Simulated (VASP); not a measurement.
# W (Im-3m) in VASP: notebook

The runs below take W through single point, relaxation of cell and atoms, with PBE.

Program: VASP 6.6.1. These are calculated values, not measurements. Logs are shortened: lines on timing, memory, paths and dates and some standing lists are left out, and cuts for length are marked.

## 1. The cell of the first run

The structure is cubic, space group Im-3m (No. 229). The conventional cell has a = 3.184 Å, b = 3.184 Å, c = 3.184 Å, α = 90.00°, β = 90.00°, γ = 90.00°. W (site symmetry m-3m) has 14 W at 2.76 to 3.18 Å within 3.6 Å.

## 2. Single point, PBE

INCAR reads:

```
PREC = Accurate ; ENCUT = 520
EDIFF = 1E-7 ; ISMEAR = 1
SIGMA = 0.1 ; LREAL = F
LASPH = T ; NELM = 60
ALGO = Normal ; ISIF = 2
LWAVE = F ; LCHARG = T
GGA = PE ; LELF = T
LVHAR = T ; NBANDS = 13
```

KPOINTS reads:

```
regular mesh
0
Gamma
  10 10 10
```

POSCAR reads:

```
W
1.0
    1.5919733897      1.5919733897      1.5919733897
   -1.5919733897      1.5919733897      1.5919733897
   -1.5919733897     -1.5919733897      1.5919733897
W
1
Direct
    0.0000000000      0.0000000000      0.0000000000
```

Potentials or basis: VASP PAW PBE potentials, release 64 (W_sv).

Launch:

```console
> cat potpaw_PBE.64/W_sv/POTCAR > POTCAR
> mpirun -np 1 vasp_std > vasp.out
```

OUTCAR:

```text
PREC = Accurate
   ENCUT = 520
   EDIFF = 1E-7
   ISMEAR = 1
   LREAL = F
   LASPH = T
   NELM = 60
   ISIF = 2
   GGA = PE

 ion  position               nearest neighbor table
   1  0.000  0.000  0.000-

  LATTYP: Found a body centered cubic cell.
 ALAT       =     3.1839467794

  Lattice vectors:

 A1 = (   1.5919733897,  -1.5919733897,  -1.5919733897)
 A2 = (   1.5919733897,   1.5919733897,   1.5919733897)
 A3 = (  -1.5919733897,  -1.5919733897,   1.5919733897)

Analysis of symmetry for initial positions (statically):
=====================================================================
 Subroutine PRICEL returns:
 Original cell was already a primitive cell.

 Routine SETGRP: Setting up the symmetry group for a
 body centered cubic supercell.

 Subroutine GETGRP returns: Found 48 space group operations
 (whereof 48 operations were pure point group operations)
 out of a pool of 48 trial point group operations.

The static configuration has the point symmetry O_h .

Analysis of symmetry for dynamics (positions and initial velocities):
=====================================================================
 Subroutine PRICEL returns:
 Original cell was already a primitive cell.

 Routine SETGRP: Setting up the symmetry group for a
 body centered cubic supercell.

 Subroutine GETGRP returns: Found 48 space group operations
 (whereof 48 operations were pure point group operations)
 out of a pool of 48 trial point group operations.

The dynamic configuration has the point symmetry O_h .

 Subroutine INISYM returns: Found 48 space group operations
 (whereof 48 operations are pure point group operations),
 and found     1 'primitive' translations

----------------------------------------------------------------------------------------

                                     Primitive cell

  volume of cell :      16.1387

  direct lattice vectors                    reciprocal lattice vectors
     1.591973390  1.591973390  1.591973390     0.314075602  0.000000000  0.314075602
    -1.591973390  1.591973390  1.591973390    -0.314075602  0.314075602  0.000000000
    -1.591973390 -1.591973390  1.591973390     0.000000000 -0.314075602  0.314075602

  length of vectors
     2.757378795  2.757378795  2.757378795     0.444169975  0.444169975  0.444169975

  position of ions in fractional coordinates (direct lattice)
     0.000000000  0.000000000  0.000000000

  ion indices of the primitive-cell ions
   primitive index   ion index
                 1           1

----------------------------------------------------------------------------------------

 KPOINTS: regular mesh

Automatic generation of k-mesh.
 Grid dimensions read from file:
 generate k-points for:   10   10   10

 Generating k-lattice:

  Cartesian coordinates                     Fractional coordinates (reciprocal lattice)
     0.031407560  0.000000000  0.031407560     0.100000000  0.000000000  0.000000000
    -0.031407560  0.031407560  0.000000000     0.000000000  0.100000000  0.000000000
     0.000000000 -0.031407560  0.031407560     0.000000000  0.000000000  0.100000000

  Length of vectors
     0.044416998  0.044416998  0.044416998

  Shift w.r.t. Gamma in fractional coordinates (k-lattice)
     0.000000000  0.000000000  0.000000000

 Subroutine IBZKPT returns following result:
 ===========================================

 Found     47 irreducible k-points:

 Following reciprocal coordinates:
            Coordinates               Weight
  0.000000  0.000000  0.000000      1.000000
  0.100000  0.000000  0.000000     12.000000
  0.200000  0.000000  0.000000     12.000000
  0.300000  0.000000  0.000000     12.000000
  0.400000  0.000000  0.000000     12.000000
  0.500000  0.000000  0.000000      6.000000
[... 16 lines left out ...]
  0.100000  0.300000  0.100000      8.000000
  0.500000  0.300000  0.100000     24.000000
 [... further k-points ...]
   k-points           NKPTS =     47   k-points in BZ     NKDIM =     47   number of bands    NBANDS=     13
   number of dos      NEDOS =    301   number of ions     NIONS =      1
   total plane-waves  NPLWV =  13824
   dimension x,y,z NGX =    24 NGY =   24 NGZ =   24
   dimension x,y,z NGXF=    48 NGYF=   48 NGZF=   48
   ions per type =               1
   NGX,Y,Z   is equivalent  to a cutoff of  14.47, 14.47, 14.47 a.u.
   NGXF,Y,Z  is equivalent  to a cutoff of  28.94, 28.94, 28.94 a.u.
 SYSTEM =  unknown system
   PREC   = accura    normal or accurate (medium, high low for compatibility)
   ISTART =      0    job   : 0-new  1-cont  2-samecut
   ICHARG =      2    charge: 1-file 2-atom 10-const
   ISPIN  =      1    spin polarized calculation?
   LNONCOLLINEAR =      F non collinear calculations
   LSORBIT =      F    spin-orbit coupling
   LASPH  =      T    aspherical Exc in radial PAW
   ENCUT  =  520.0 eV  38.22 Ry    6.18 a.u.   5.13  5.13  5.13*2*pi/ulx,y,z
   NELM   =     60;   NELMIN=  2; NELMDL= -5     # of ELM steps
   EDIFF  = 0.1E-06   stopping-criterion for ELM
   LREAL  =      F    real-space projection
   EDIFFG = 0.1E-05   stopping-criterion for IOM
   NSW    =      0    number of steps for IOM
   IBRION =     -1    ionic relax: 0-MD 1-quasi-New 2-CG
   NFREE  =      0    steps in history (QN), initial steepest desc. (CG)
   ISIF   =      2    stress and relaxation
   ISYM   =      2    0-nonsym 1-usesym 2-fastsym
   POTIM  = 0.5000    time-step for ionic-motion
   TEBEG  =    0.0;   TEEND  =   0.0 temperature during run
   PSTRESS=    0.0 pullay stress
   NELECT =      14.0000    total number of electrons
   NUPDOWN=      -1.0000    fix difference up-down
   EMIN   =  10.00;   EMAX   =-10.00  energy-range for DOS
   EFERMI =   0.00;   METHOD = LEGACY
   ISMEAR =     1;   SIGMA  =   0.10  broadening in eV -4-tet -1-fermi 0-gaus
   EFERMI_NEDOS =   21; number of points for ismear=-14 and -15
   IALGO  =     38    algorithm
   IMIX   =      4    mixing-type and parameters
     AMIX     =   0.40;   BMIX     =  1.00
     AMIX_MAG =   1.60;   BMIX_MAG =  1.00
  volume/ion in A,a.u.               =      16.14       108.91
  Fermi-wavevector in a.u.,A,eV,Ry     =   1.561331  2.950488 33.167672  2.437755
  Thomas-Fermi vector in A             =   2.664412
   LORBIT       =      0    0 simple, 1 ext, 2 COOP (PROOUT), +10 PAW based schemes
   GGA     = PE    functional components
   LHFCALC =     F    Hartree Fock is set to
   AEXX    =    0.0000 exact exchange contribution
   IVDW    =     0    specifies the selected vdW correction
   LEPSILON=     F    determine dielectric tensor
   LRPA    =     F    only Hartree local field effects (RPA)
 non-spin polarized calculation
 Methfessel and Paxton  Order N= 1 SIGMA  =   0.10
  energy-cutoff  :      520.00
  volume of cell :       16.14
 maximum number of plane-waves:       466
 NGX is ok and might be reduce to    24
   NGX = 11   NGY = 11   NGZ = 11

 number of electron      14.0000002 magnetization

 Free energy of the ion-electron system (eV)
  ---------------------------------------------------
  ext. energy  EPLUGINS =         0.00000000
  ---------------------------------------------------
  free energy    TOTEN  =       -12.94809323 eV

  energy without entropy =      -12.94857675  energy(sigma->0) =      -12.94825440

 E-fermi :  11.3575     XC(G=0): -13.5417

 val. band max:       11.2431894787   @ k =   0.5000   0.2000   0.2000
 cond. band min:      11.3975328121   @ k =   0.2000   0.1000   0.0000
 fundamental gap:      0.1543433334
 Fermi energy:        11.3574682733

 k-point     1 :       0.0000    0.0000    0.0000
  band No.  band energies     occupation
      1     -63.0365      2.00000
      2     -26.6230      2.00000
      3     -26.6230      2.00000
      4     -26.6230      2.00000
      5       1.6482      2.00000
      6       9.9778      2.00000
      7       9.9778      2.00000
      8       9.9778      2.00000
      9      13.3987      0.00000
     10      13.3987      0.00000
     11      25.6631      0.00000
     12      25.6631      0.00000
     13      25.6631      0.00000

 k-point     2 :       0.1000    0.0000    0.0000
  band No.  band energies     occupation
      1     -63.0248      2.00000
      2     -26.7473      2.00000
      3     -26.6621      2.00000
      4     -26.6236      2.00000
      5       2.1139      2.00000
      6       9.7020      2.00000
      7       9.8978      2.00000
      8      10.4317      2.00000
      9      13.0102     -0.00000
     10      13.4058      0.00000
     11      26.0313      0.00000
     12      26.4581      0.00000
     13      26.7227      0.00000

 k-point     3 :       0.2000    0.0000    0.0000
  band No.  band energies     occupation
      1     -62.9940      2.00000
      2     -27.0634      2.00000
      3     -26.7631      2.00000
      4     -26.6251      2.00000
      5       3.3289      2.00000
      6       9.0548      2.00000
      7       9.5283      2.00000
      8      11.7438     -0.00000
      9      12.6869     -0.00000
     10      13.4862      0.00000
     11      26.3340      0.00000
     12      28.0997      0.00000
     13      28.6433      0.00000

 k-point     4 :       0.3000    0.0000    0.0000
  band No.  band energies     occupation
      1     -62.9558      2.00000
      2     -27.4372      2.00000
      3     -26.8854      2.00000
      4     -26.6270      2.00000
      5       4.6040      2.00000
      6       8.3653      2.00000
      7       9.4455      2.00000
      8      12.9871     -0.00000
      9      13.7223      0.00000
     10      13.7415      0.00000
     11      24.9972      0.00000
     12      26.1335      0.00000
     13      31.8094      0.00000

 k-point     5 :       0.4000    0.0000    0.0000
  band No.  band energies     occupation
      1     -62.9246      2.00000
      2     -27.7274      2.00000
      3     -26.9826      2.00000
      4     -26.6286      2.00000
      5       5.0319      2.00000
      6       7.8725      2.00000
      7      10.6601      2.00000
      8      13.3510     -0.00000
      9      14.0593      0.00000
     10      15.9748      0.00000
     11      23.2869      0.00000
     12      23.3191      0.00000
     13      29.5204      0.00000

 k-point     6 :       0.5000    0.0000    0.0000
  band No.  band energies     occupation
      1     -62.9128      2.00000
      2     -27.8356      2.00000
      3     -27.0193      2.00000
      4     -26.6293      2.00000
      5       5.0226      2.00000
      6       7.6964      2.00000
      7      11.8030     -0.00000
      8      13.2804     -0.00000
      9      14.2373      0.00000
     10      17.1656      0.00000
     11      21.9713      0.00000
     12      22.6278      0.00000
     13      27.7668      0.00000

 k-point     7 :       0.2000    0.1000    0.0000
  band No.  band energies     occupation
      1     -63.0035      2.00000
      2     -26.9650      2.00000
      3     -26.7058      2.00000
      4     -26.6533      2.00000
      5       2.9690      2.00000
      6       9.3599      2.00000
      7       9.4807      2.00000
      8      11.3975      0.37847
      9      12.5393     -0.00000
     10      13.5802      0.00000
     11      26.6797      0.00000
     12      27.5274      0.00000
     13      28.0520      0.00000
[... 193 lines left out ...]
 k-point    20 :       0.3000    0.2000    0.1000
  band No.  band energies     occupation
      1     -62.9504      2.00000
      2     -27.3024      2.00000
      3     -26.9240      2.00000
      4     -26.7842      2.00000
      5       5.0112      2.00000
      6       8.8820      2.00000
      7       9.4581      2.00000
      8      11.2234      2.06742
      9      12.9718     -0.00000
     10      14.4916      0.00000
     11      25.4413      0.00000
     12      28.6049      0.00000
     13      30.5894      0.00000

 k-point    21 :       0.4000    0.2000    0.1000
  band No.  band energies     occupation
      1     -62.9173      2.00000
      2     -27.5576      2.00000
      3     -27.0658      2.00000
      4     -26.7946      2.00000
      5       5.9776      2.00000
      6       8.3144      2.00000
      7       9.2708      2.00000
      8      11.9136     -0.00000
      9      14.2491      0.00000
     10      15.6096      0.00000
     11      23.7753      0.00000
     12      27.2365      0.00000
     13      29.2994      0.00000

 k-point    22 :       0.5000    0.2000    0.1000
  band No.  band energies     occupation
      1     -62.8968      2.00000
      2     -27.7143      2.00000
      3     -27.1556      2.00000
      4     -26.7938      2.00000
      5       6.0778      2.00000
      6       8.4604      2.00000
      7       9.2702      2.00000
      8      12.1412     -0.00000
      9      15.2373      0.00000
     10      17.8479      0.00000
     11      21.6974      0.00000
     12      25.4998      0.00000
     13      27.3876      0.00000

 k-point    23 :       0.1000    0.3000    0.1000
  band No.  band energies     occupation
      1     -62.9777      2.00000
      2     -27.2394      2.00000
      3     -26.7166      2.00000
      4     -26.7166      2.00000
      5       4.0894      2.00000
      6       8.7455      2.00000
      7       8.7455      2.00000
      8      13.1824     -0.00000
      9      13.2271     -0.00000
     10      13.2271     -0.00000
     11      27.4111      0.00000
     12      27.7345      0.00000
     13      27.7345      0.00000

 k-point    24 :       0.5000    0.3000    0.1000
  band No.  band energies     occupation
      1     -62.8941      2.00000
      2     -27.6171      2.00000
      3     -27.2608      2.00000
      4     -26.8200      2.00000
      5       6.8628      2.00000
      6       7.7403      2.00000
      7       9.1223      2.00000
      8      12.5779     -0.00000
      9      14.2174      0.00000
     10      18.3425      0.00000
     11      21.8442      0.00000
     12      25.6514      0.00000
     13      28.7049      0.00000

 [... further k-points ...]
[... 5 lines left out ...]
  --------------------------------------------------------------------------------------
  -------------------------------------------------------------------------------------
  Total        0.0548360      0.0548360      0.0548360      0.0000000     -0.0000000      0.0000000
  in kB        5.4438891      5.4438891      5.4438891      0.0000000     -0.0000000      0.0000000
  external PRESSURE =       5.4438891 kB  Pullay stress =       0.0000000 kB

 VOLUME and BASIS-vectors are now :
 -----------------------------------------------------------------------------
  energy-cutoff  :      520.00
  volume of cell :       16.14
      direct lattice vectors                 reciprocal lattice vectors
     1.591973390  1.591973390  1.591973390     0.314075602  0.000000000  0.314075602
    -1.591973390  1.591973390  1.591973390    -0.314075602  0.314075602  0.000000000
    -1.591973390 -1.591973390  1.591973390     0.000000000 -0.314075602  0.314075602

 POSITION                                       TOTAL-FORCE (eV/Angst)
 -----------------------------------------------------------------------------------
      0.00000      0.00000      0.00000         0.000000      0.000000      0.000000
 -----------------------------------------------------------------------------------
    total drift:                                0.000000     -0.000000      0.000000

  FREE ENERGIE OF THE ION-ELECTRON SYSTEM (eV)
  ---------------------------------------------------
  free  energy   TOTEN  =       -12.9480932286 eV

  energy  without entropy=      -12.9485767496  energy(sigma->0) =      -12.94825440
```

Wall time 12 s (1 thread of Intel Xeon 8259CL, shared host); peak memory 0.15 GiB.

What came out:

* Free energy: -12.9481 eV
* Pressure: 0.5 GPa
* Band gap on the k mesh: zero (band 7 reaches 16.21 eV, above the bottom of band 8 at 9.98 eV)

Caveat: spin-orbit coupling is left out, which moves the levels of the heavy elements.

## 3. Relaxation of cell and atoms, PBE

This run uses another cell than the first one, of 15.78 Å³/atom, 0.978 times its volume.

INCAR reads:

```
SYSTEM = W
PREC = Accurate ; ENCUT = 600
EDIFF = 1E-6 ; ISMEAR = 1
SIGMA = 0.1 ; LREAL = .FALSE.
LASPH = .TRUE. ; NELM = 100
ALGO = Normal ; ISIF = 3
LWAVE = .FALSE. ; LCHARG = .FALSE.
GGA = PE ; IBRION = 2
NSW = 80 ; EDIFFG = -0.03
```

KPOINTS reads:

```
regular mesh
0
G
  10 10 10
  0 0 0
```

POSCAR reads:

```
W
1.0
    1.5800000000      1.5800000000      1.5800000000
   -1.5800000000      1.5800000000      1.5800000000
   -1.5800000000     -1.5800000000      1.5800000000
W
1
Direct
    0.0000000000      0.0000000000      0.0000000000
```

Potentials or basis: VASP PAW PBE potentials, release 64 (W_sv).

Launch:

```console
> cat potpaw_PBE.64/W_sv/POTCAR > POTCAR
> mpirun -np 1 vasp_std > vasp.out
```

It took 34 s on 1 thread of Intel Xeon 8259CL, shared host; peak memory 0.15 GiB.

It converged, with:

| Item | Value |
| --- | --- |
| Free energy | -12.9483 eV |
| Relaxed volume | 16.18 Å³/atom |
| Relaxed cell | a = 2.760 Å, b = 2.760 Å, c = 2.760 Å, α = 70.53°, β = 109.47°, γ = 70.53° |
| Space group after relaxing (to 0.05 Å) | Im-3m (No. 229) |
| Energy gained by relaxing | 9.5 meV/atom |
| Ionic steps | 3 |
| Pressure after relaxing | -0.3 GPa |
| Band gap on the k mesh | zero (band 7 reaches 16.15 eV, above the bottom of band 8 at 9.94 eV) |

The path:
| step | energy change (eV) | largest force (eV/Å) | pressure (GPa) | volume (Å³) |
| --- | --- | --- | --- | --- |
| 1 | 0.0000 | 0.0000 | 7.99 | 15.78 |
| 2 | 0.1011 | 0.0000 | -22.26 | 17.64 |
| 3 | -0.0095 | 0.0000 | -0.27 | 16.18 |

Final structure:
```
CELL_PARAMETERS angstrom
1.59348 1.59348 1.59348
-1.59348 1.59348 1.59348
-1.59348 -1.59348 1.59348
ATOMIC_POSITIONS crystal
W 0.00000 0.00000 0.00000
```

Levels at points of the mesh, in eV from the Fermi level:
```tsv
k point	band 5	band 6	band 7	band 8	band 9	band 10
(0.00, 0.00, 0.00)	-9.69	-1.37	-1.37	-1.37	2.04	2.04
(0.50, 0.00, 0.00)	-6.32	-3.65	0.44	1.92	2.87	5.78
(0.50, 0.50, 0.50)	-5.84	-5.84	4.84	4.84	4.84	7.91
```

Caveat: spin-orbit coupling is left out, which moves the levels of the heavy elements.

## 4. Relaxation of cell and atoms, PBE

INCAR reads:

```
SYSTEM = W
  ALGO = Normal
  EDIFF = 1E-6
  EDIFFG = -0.03
  ENCUT = 600
  GGA = PE
  IBRION = 2
  ISIF = 3
  ISMEAR = 1
  LASPH = .True.
  LCHARG = .False.
  LREAL = .False.
  LWAVE = .False.
  NELM = 80
  NSW = 80
  PREC = Accurate
  SIGMA = 0.1
```

KPOINTS reads:

```
k-points
0
Gamma
  10 10 10
  0 0 0
```

POSCAR reads:

```
W
1.0
    1.5919733897      1.5919733897      1.5919733897
   -1.5919733897      1.5919733897      1.5919733897
   -1.5919733897     -1.5919733897      1.5919733897
W
1
Direct
    0.0000000000      0.0000000000      0.0000000000
```

Launch:

```console
> cat potpaw_PBE.64/W_sv/POTCAR > POTCAR
> mpirun -np 1 vasp_std > vasp.out
```

Run time: 28 s. Hardware: 1 thread of Intel Xeon 8259CL, shared host; peak memory 0.14 GiB.

The run converged. Its results:

```
Free energy                            : -12.9484 eV
Relaxed volume                         : 16.17 Å³/atom
Relaxed cell                           : a = 2.759 Å, b = 2.759 Å, c = 2.759 Å, α = 70.53°, β = 109.47°, γ = 70.53°
Space group after relaxing (to 0.05 Å) : Im-3m (No. 229)
Energy gained by relaxing              : 0.1 meV/atom
Ionic steps                            : 3
Pressure after relaxing                : 0.0 GPa
Band gap on the k mesh                 : zero (band 7 reaches 16.17 eV, above the bottom of band 8 at 9.95 eV)
```

Final structure:
```yaml
crystal:
  lattice:
    - [1.59298, 1.59298, 1.59298]
    - [-1.59298, 1.59298, 1.59298]
    - [-1.59298, -1.59298, 1.59298]
  atoms:
    - { symbol: W, position: [0.00000, 0.00000, 0.00000] }
```

Levels at points of the mesh, in eV from the Fermi level:
```csv
k point,band 3,band 4,band 5,band 6,band 7,band 8,band 9,band 10,band 11
"(0.00, 0.00, 0.00)",-37.99,-37.99,-9.70,-1.38,-1.38,-1.38,2.04,2.04,14.30
"(0.50, 0.00, 0.00)",-38.38,-37.99,-6.32,-3.65,0.44,1.92,2.87,5.79,10.58
"(0.50, 0.50, 0.50)",-38.83,-38.83,-5.85,-5.85,4.84,4.84,4.84,7.92,7.92
```

Caveat: spin-orbit coupling is left out, which moves the levels of the heavy elements.

## 5. Summary

| task | cell | cutoff (eV) | gap on the mesh (eV) | pressure (GPa) | relaxed volume (Å³/atom) |
| --- | --- | --- | --- | --- | --- |
| single point | a = 2.757 Å, angles 70.5, 109.5, 70.5°, 1 atom | 520 | none | 0.5 | - |
| relaxation of cell and atoms | relaxed from a = 2.737 Å, angles 70.5, 109.5, 70.5°, 1 atom | 600 | none | -0.3 | 16.18 |
| relaxation of cell and atoms | relaxed from a = 2.757 Å, angles 70.5, 109.5, 70.5°, 1 atom | 600 | none | 0.0 | 16.17 |

Alike in all rows: level PBE; potentials or basis VASP PAW PBE potentials, release 64 (W_sv); no spin polarisation; k mesh 10 × 10 × 10; smearing methfessel-paxton 0.1 eV.

Caveats: spin-orbit coupling is left out, which moves the levels of the heavy elements.

Absolute energies hang on the potentials; compare differences alone.
